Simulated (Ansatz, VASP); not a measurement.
**ZrB2: VASP beside Ansatz**

INCAR

```
SYSTEM = ZrB2
  PREC = Accurate
  ENCUT = 520
  EDIFF = 1E-7
  ISMEAR = 0
  SIGMA = 0.15
  LREAL = .FALSE.
  LASPH = .TRUE.
  NELM = 100
  ALGO = Normal
  ISIF = 2
  LWAVE = .FALSE.
  LCHARG = .FALSE.
  GGA = CA
  NBANDS = 16
```

The input KPOINTS:

```
Automatic mesh
0
G
  15 15 12
  0 0 0
```

The input POSCAR:

```
ZrB2
1.0
    3.1952000000      0.0000000000      0.0000000000
   -1.5976000000      2.7671243702      0.0000000000
    0.0000000000      0.0000000000      3.6633000000
Zr B
1 2
Direct
    0.0000000000      0.0000000000      0.0000000000
    0.3333333333      0.6666666667      0.5000000000
    0.6666666667      0.3333333333      0.5000000000
```

Input for Ansatz:

```yaml
crystal:
  lattice:
    - [3.1952, 0.0, 0.0]
    - [-1.5976, 2.7671243702, 0.0]
    - [0.0, 0.0, 3.6633]
  atoms:
    - { symbol: Zr, position: [0.0, 0.0, 0.0] }
    - { symbol: B, position: [0.3333333333, 0.6666666667, 0.5] }
    - { symbol: B, position: [0.6666666667, 0.3333333333, 0.5] }
basis:
  ecutwfc: 520.0
kpoints:
  mp_grid: { grid: [15, 15, 12] }
hamiltonian:
  xc: lda
  pseudopotentials: { kind: paw }
scf:
  occupations: { method: gaussian, width: 0.15 }
output:
  forces: true
  stress: true
  eigenvalues: true
```

Alike in both runs: task single point; functional LDA; k mesh 15 × 15 × 12; occupations gaussian, width 0.15 eV; no spin polarisation.

|  | VASP | Ansatz |
| --- | --- | --- |
| version | VASP 6.6.1 | Ansatz 0.2.0 |
| potentials or method | VASP PAW LDA potentials, release 64 (Zr_sv, B), cutoff 520 eV | scalar-relativistic, plane waves, PAW |
| valence electrons in the cell | 18 | 18 |

|  | VASP | Ansatz | Ansatz less VASP |
| --- | --- | --- | --- |
| gap on the k mesh at the Fermi level (eV) | none | none | - |
| pressure (GPa) | -18.5 | -18.9 | -0.39 |
| traceless stress, the component that is largest in VASP (GPa) | -4.65 | -4.66 | -0.014 |

LDA's correlation is that of Perdew and Zunger in VASP and of Perdew and Wang (1992) in Ansatz. A gap of «none» marks a metal or a gap that the smearing closes.
